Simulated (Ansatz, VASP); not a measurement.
# Ti in VASP and in Ansatz

```xyz
1
Lattice="-0.0609 1.9995 1.9995 1.9995 -0.0609 1.9995 1.9995 1.9995 -0.0609" Properties=species:S:1:pos:R:3 pbc="T T T"
Ti    0.0000    0.0000    0.0000
```

Change from the starting cell: equal xy, yz and zx shear strains of -3 %.

Alike in both runs: task single point; functional LDA; k mesh 15 × 15 × 15; occupations fermi-dirac, width 0.05 eV; no spin polarisation.

|  | VASP | Ansatz |
| --- | --- | --- |
| version | VASP 6.6.1 | Ansatz 0.2.0 |
| potentials or method | VASP PAW LDA potentials, release 64 (Ti_sv), cutoff 520 eV | all-electron LAPW, scalar-relativistic |

|  | VASP | Ansatz | Ansatz less VASP |
| --- | --- | --- | --- |
| pressure (GPa) | -4.9 | -4.7 | +0.14 |
| traceless stress, the component that is largest in VASP (GPa) | 1.62 | 1.63 | +0.010 |

LDA's correlation is that of Perdew and Zunger in VASP and of Perdew and Wang (1992) in Ansatz. Ansatz ran all-electron here, and VASP with PAW potentials.
